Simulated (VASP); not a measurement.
Ge, 4 atoms in the cell. Symmetry: P6_3/mmc, No. 194, hexagonal system. Conventional cell: a = 3.998 Å, b = 3.998 Å, c = 6.599 Å, α = 90.00°, β = 90.00°, γ = 120.00°. Ge (site symmetry 3m) has 4 Ge at 2.45 to 2.47 Å within 3.2 Å. 

| Quantity | Value |
| --- | --- |
| Program | VASP 6.6.1 |
| Task | single point |
| Functional | PBE |
| Potentials or basis | VASP PAW PBE potentials, release 64 (Ge_d) |
| Cutoff | 520 eV |
| k mesh | 8 × 8 × 4 |
| Occupations | gaussian, width 0.019 eV |
| Spin | no spin polarisation |
| Dipole correction | no |
| Further INCAR settings | ALGO = Normal; EDIFF = 1e-06; NBANDS = 36 |

Potentials or basis: VASP PAW PBE potentials, release 64 (Ge_d).

Command:

```console
$ cat potpaw_PBE.64/Ge_d/POTCAR > POTCAR
$ mpirun -np 1 vasp_std > vasp.out
```

Hardware: 1 thread of Intel Xeon 6975P-C, with other jobs on the host.

Q: Estimate the wall time of this run.

A: Run time: 93 s on 1 thread of Intel Xeon 6975P-C, with other jobs on the host, peak memory 0.23 GiB. Counts: scf iterations 12, k points 30.
